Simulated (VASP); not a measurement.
A run of VASP 6.6.1 is set up as follows.

POSCAR

```
CdSe
1.0
    0.0000000000      2.8739580000      2.8739580000
    2.8739580000      0.0000000000      2.8739580000
    2.8739580000      2.8739580000      0.0000000000
Cd Se
1 1
Direct
    0.0000000000      0.0000000000      0.0000000000
    0.5000000000      0.5000000000      0.5000000000
```

Contents of INCAR.step1:

```
SYSTEM = CdSe
PREC     = Accurate       ! precision mode
ENCUT    = 550            ! plane-wave cutoff, eV
ISMEAR   = 1              ! smearing method
SIGMA    = 0.1            ! smearing width, eV
LREAL    = .FALSE.        ! projectors in reciprocal space
LASPH    = .TRUE.         ! aspherical terms in the spheres
NELM     = 120            ! most SCF steps
NBANDS   = 16             ! bands
GGA      = PE             ! functional
ALGO     = Normal         ! electronic algorithm
EDIFF    = 1E-5           ! SCF threshold, eV
LWAVE    = .TRUE.         ! write WAVECAR
LCHARG   = .FALSE.        ! write CHGCAR
GGA_COMPAT= .FALSE.
```

File INCAR.step2:

```
SYSTEM = CdSe
PREC     = Accurate       ! precision mode
ENCUT    = 550            ! plane-wave cutoff, eV
EDIFF    = 1E-6           ! SCF threshold, eV
ISMEAR   = 1              ! smearing method
SIGMA    = 0.1            ! smearing width, eV
LREAL    = .FALSE.        ! projectors in reciprocal space
LASPH    = .TRUE.         ! aspherical terms in the spheres
NELM     = 120            ! most SCF steps
ALGO     = Normal         ! electronic algorithm
ISIF     = 2              ! what is computed and relaxed
LWAVE    = .FALSE.        ! write WAVECAR
LCHARG   = .FALSE.        ! write CHGCAR
METAGGA  = R2SCAN         ! meta-GGA
LMIXTAU  = .TRUE.       
NBANDS   = 16             ! bands
ISTART   = 1            
GGA_COMPAT= .FALSE.
```

The input KPOINTS:

```
Automatic mesh
0
G
  4 4 4
  0 0 0
```

Potentials or basis: VASP PAW PBE potentials, release 64 (Cd, Se).

Run with:

```bash
$ cat potpaw_PBE.64/Cd/POTCAR potpaw_PBE.64/Se/POTCAR > POTCAR
$ cp INCAR.step1 INCAR
$ mpirun -np 1 vasp_std > vasp.out
$ cp INCAR.step2 INCAR
$ mpirun -np 1 vasp_std > vasp.out
```

Problem. What does it give for the band gap on the k mesh?

Solution. 0.04 eV (least direct gap 1.29 eV).

Problem. What does it give for the pressure?

Solution. -1.4 GPa.

Caveat: the k points lie up to 0.47 Å⁻¹ apart; semilocal functionals underestimate gaps, and a narrow one can read as zero; the PAW data sets were made with another functional, which shifts forces and pressure a little. A k mesh can miss the band edges.
